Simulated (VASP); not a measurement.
SiNi3: single point with PBEsol

SiNi3:

```
CELL_PARAMETERS angstrom
3.46125 0.00000 0.00000
0.00000 3.28818 0.00000
0.00000 0.00000 3.46125
ATOMIC_POSITIONS crystal
Si 0.00000 0.00000 0.00000
Ni 0.00000 0.50000 0.50000
Ni 0.50000 0.00000 0.50000
Ni 0.50000 0.50000 0.00000
```

This cell differs from its parent crystal: strain -0.0500 x Voigt [0, 1, 0, 0, 0, 0].

| Property | Result |
| --- | --- |
| Program | VASP 6.6.1 |
| Task | single point |
| Functional | PBEsol |
| Potentials or basis | VASP PAW PBE potentials, release 64 (Si, Ni) |
| Cutoff | 520 eV |
| k mesh | 14 × 14 × 14 |
| Occupations | gaussian, width 0.15 eV |
| Spin | no spin polarisation |

The pressure is 14.2 GPa and the band gap on the k mesh is zero (band 17 reaches 12.04 eV, above the bottom of band 18 at 11.64 eV).

Stress tensor (GPa, compression positive):
```
11.20  0.00  0.00
 0.00 20.09  0.00
 0.00  0.00 11.20
```

Levels at points of the mesh, in eV from the Fermi level:
```tsv
k point	band 14	band 15	band 16	band 17	band 18	band 19	band 20	band 21
(0.00, 0.00, 0.00)	-0.57	-0.35	-0.27	-0.15	0.10	0.10	5.53	6.42
(0.50, 0.00, 0.00)	-1.41	-1.33	-0.58	0.10	3.54	4.27	5.10	5.60
(0.00, 0.50, 0.00)	-1.29	-1.29	-0.78	-0.15	4.12	4.12	5.22	5.22
(0.50, 0.50, 0.00)	-1.50	-1.22	-1.18	-1.06	0.79	0.80	6.06	6.61
(0.50, 0.00, 0.50)	-1.68	-1.39	-1.20	-1.18	0.60	0.60	6.46	7.13
(0.50, 0.50, 0.50)	-1.55	-1.28	-0.64	-0.30	-0.30	-0.16	1.63	4.30
```

It took 3.4 min on 1 thread of Intel Xeon 6975P-C, with other jobs on the host, peak memory 0.34 GiB.

Caveat: the cell differs from its parent crystal (strain -0.0500 x Voigt [0, 1, 0, 0, 0, 0]); the PAW data sets were made with another functional, which shifts forces and pressure a little. Spin polarisation is off, so any magnetic state and its effect on volume and gap are missing.
